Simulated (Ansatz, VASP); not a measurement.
# RbGeF3 in VASP and in Ansatz

```
Rb Ge F
1.0
     4.42436    0.00000    0.00000
     0.00000    4.42436    0.00000
     0.00000    0.00000    4.42436
Rb Ge F
1 1 3
Cartesian
  0.0000 0.0000 0.0000
  2.2122 2.2122 2.2122
  2.2122 2.2122 0.0000
  2.2122 0.0000 2.2122
  0.0000 2.2122 2.2122
```

Alike in both runs: task single point; functional PBE; k mesh 6 × 6 × 6; no spin polarisation.

|  | VASP | Ansatz |
| --- | --- | --- |
| version | VASP 6.6.1 | Ansatz 0.2.0 |
| potentials or method | VASP PAW PBE potentials, release 64 (Rb_sv, Ge_d, F) | plane waves, PAW |
| plane-wave cutoff (eV) | 520 | 420 |
| occupations | gaussian, width 0.01 eV | fixed |
| valence electrons in the cell | 44 | 44 |

```csv
,VASP,Ansatz,Ansatz less VASP
gap on the k mesh at the Fermi level (eV),1.80,1.82,+0.011
pressure (GPa),2.4,2.5,+0.08
```
